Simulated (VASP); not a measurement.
ScAl, 2 atoms in the cell. The structure is cubic, space group Pm-3m (No. 221). Conventional cell: a = 2.483 Å, b = 2.483 Å, c = 2.483 Å, α = 90.00°, β = 90.00°, γ = 90.00°. Sc (site symmetry m-3m) has 8 Al at 2.15 Å and 6 Sc at 2.48 Å within 2.8 Å. Within 2.8 Å of Al (site symmetry m-3m) lie 8 Sc at 2.15 Å and 6 Al at 2.48 Å. 

```yaml
Program: VASP 6.6.1
Task: relaxation of the atoms
Functional: LDA
Potentials_or_basis: VASP PAW LDA potentials, release 64 (Sc_sv, Al)
Cutoff: 520 eV
k_mesh: 11 × 11 × 11
Occupations: fermi-dirac, width 0.05 eV
Spin: no spin polarisation
Dipole_correction: no
Further_INCAR_settings: ALGO = Normal; EDIFF = 1e-06; IBRION = 2; EDIFFG = -0.01; NSW = 50
```

Potentials or basis: VASP PAW LDA potentials, release 64 (Sc_sv, Al).

Launch:

```sh
$ cat potpaw_LDA.64/Sc_sv/POTCAR potpaw_LDA.64/Al/POTCAR > POTCAR
$ mpirun -np 1 vasp_std > vasp.out
```

Hardware: 1 thread of Intel Xeon 8259CL, on a shared host.

How long does it take, and how much memory?

It took 13 s on 1 thread of Intel Xeon 8259CL, on a shared host, peak memory 0.12 GiB. Counts: scf iterations 12, k points 56, ion steps 1.
